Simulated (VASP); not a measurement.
A run of VASP 6.6.1 is set up as follows.

The input INCAR:

```
PREC = Accurate ; ENCUT = 400
EDIFF = 1E-6 ; ISMEAR = 0
SIGMA = 0.05 ; LREAL = False
LASPH = True ; NELM = 120
ALGO = Normal ; ISIF = 2
LWAVE = False ; LCHARG = False
LDIPOL = True ; IDIPOL = 3
DIPOL = 0.5 0.5 0.291 ; GGA = PE
IVDW = 12 ; NBANDS = 62
GGA_COMPAT = False ; NELMDL = -8
```

File KPOINTS:

```
regular mesh
0
Gamma
  6 6 1
```

Contents of POSCAR:

```
Zr2HS4
1.0
    7.2976778227      0.0000000000      0.0000000000
   -3.6488389114      6.3199743831      0.0000000000
    0.0000000000      0.0000000000     20.9171506047
S Zr H
8 4 2
Direct
    0.3333333333      0.1666666667      0.1912306354
    0.3333333333      0.6666666667      0.1912306354
    0.8333333333      0.1666666667      0.1912306354
    0.8333333333      0.6666666667      0.1912306354
    0.1666666667      0.3333333333      0.3306927762
    0.1666666667      0.8333333333      0.3306927762
    0.6666666667      0.3333333333      0.3306927762
    0.6666666667      0.8333333333      0.3306927762
    0.0000000000      0.0000000000      0.2609617058
    0.0000000000      0.5000000000      0.2609617058
    0.5000000000      0.0000000000      0.2609617058
    0.5000000000      0.5000000000      0.2609617058
    0.3699497052      0.7398994103      0.4741157528
    0.4633836282      0.9267672564      0.4741157528
```

Potentials or basis: VASP PAW PBE potentials, release 64 (S, Zr_sv, H).

Launch:

```bash
$ cat potpaw_PBE.64/S/POTCAR potpaw_PBE.64/Zr_sv/POTCAR potpaw_PBE.64/H/POTCAR > POTCAR
$ mpirun -np 1 vasp_std > vasp.out
```

Q: Predict the largest force.

A: 4.675 eV/Å.

Q: Estimate the dispersion energy per atom.

A: -0.217 eV.

Q: Estimate the band gap on the k mesh.

A: 1.10 eV.

Forces on the atoms (eV/Å):
```
S    0.001  0.005 -0.012
S    0.000 -0.003 -0.005
S   -0.001  0.005 -0.012
S    0.000 -0.006 -0.010
S    0.000  0.006  0.031
S   -0.004  0.001 -0.008
S    0.000 -0.004  0.032
S    0.004  0.001 -0.008
Zr   0.000 -0.021  0.009
Zr   0.001  0.022 -0.002
Zr   0.000 -0.022  0.011
Zr  -0.001  0.022 -0.002
H    0.000  4.672 -0.013
H    0.000 -4.675 -0.011
```
